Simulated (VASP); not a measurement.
A run of VASP 6.6.1 is set up as follows.

Contents of INCAR:

```
SYSTEM = Sb
  ALGO = Normal
  EDIFF = 1E-6
  ENCUT = 500
  GGA = PE
  GGA_COMPAT = .False.
  ISIF = 2
  ISMEAR = 0
  LASPH = .True.
  LCHARG = .False.
  LREAL = .False.
  LWAVE = .False.
  NBANDS = 8
  NELM = 120
  PREC = Accurate
  SIGMA = 0.02
```

The input KPOINTS:

```
k-points
0
Gamma
  10 10 10
  0 0 0
```

Contents of POSCAR:

```
Sb
1.0
   -1.8713408863      1.8713408863      1.8713408863
    1.8713408863     -1.8713408863      1.8713408863
    1.8713408863      1.8713408863     -1.8713408863
Sb
1
Direct
    0.0000000000      0.0000000000      0.0000000000
```

Potentials or basis: VASP PAW PBE potentials, release 64 (Sb).

Run with:

```sh
$ cat potpaw_PBE.64/Sb/POTCAR > POTCAR
$ mpirun -np 1 vasp_std > vasp.out
```

What does it give for the pressure?

3.0 GPa.
